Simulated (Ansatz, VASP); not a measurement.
# ScCu: VASP beside Ansatz

The input INCAR:

```
SYSTEM = ScCu
PREC = Accurate
ENCUT = 520
EDIFF = 1E-8
ISMEAR = -1
SIGMA = 0.05
LREAL = .False.
LASPH = .True.
NELM = 60
ALGO = Normal
ISIF = 2
LWAVE = .False.
LCHARG = .False.
GGA = CA
LEFG = .True.
NBANDS = 18
```

The input KPOINTS:

```
regular mesh
0
Gamma
  11 11 11
  0 0 0
```

Contents of POSCAR:

```
ScCu
1.0
    3.2560000000      0.0000000000      0.0000000000
    0.0000000000      3.2560000000      0.0000000000
    0.0000000000      0.0000000000      3.2560000000
Sc Cu
1 1
Direct
    0.5000000000      0.5000000000      0.5000000000
    0.0000000000      0.0000000000      0.0000000000
```

Input for Ansatz:

```yaml
crystal:
  lattice:
    - [3.256, 0.0, 0.0]
    - [0.0, 3.256, 0.0]
    - [0.0, 0.0, 3.256]
  atoms:
    - { symbol: Sc, position: [0.5, 0.5, 0.5] }
    - { symbol: Cu, position: [0.0, 0.0, 0.0] }
kpoints:
  mp_grid: { grid: [11, 11, 11] }
  band_path:
    path:
      - [0.0, 0.0, 0.0]
      - [0.0, 0.5, 0.0]
      - [0.5, 0.5, 0.0]
      - [0.0, 0.0, 0.0]
      - [0.5, 0.5, 0.5]
      - [0.0, 0.5, 0.0]
      - [0.5, 0.5, 0.5]
      - [0.5, 0.5, 0.0]
    npoints: 8
scf:
  occupations: { method: fermi_dirac, width: 0.05 }
hamiltonian:
  xc: lda
  pseudopotentials: { kind: all_electron, datasets: crystal }
output:
  forces: true
  stress: true
  eigenvalues: true
  efg: { contact_densities: true }
```

Alike in both runs: task electric field gradients; functional LDA; k mesh 11 × 11 × 11; occupations fermi-dirac, width 0.05 eV; no spin polarisation.

|  | VASP | Ansatz |
| --- | --- | --- |
| version | VASP 6.6.1 | Ansatz 0.2.0 |
| potentials or method | VASP PAW LDA potentials, release 64 (Sc_sv, Cu), cutoff 520 eV | all-electron PAW with datasets made for the crystal, scalar-relativistic |

Ansatz gave:

```
pressure (GPa) : -7.6
```

**Question.** Which values does VASP return?

**Answer.** Pressure (GPa): -7.1.

LDA's correlation is that of Perdew and Zunger in VASP and of Perdew and Wang (1992) in Ansatz. Ansatz ran all-electron here, and VASP with PAW potentials.
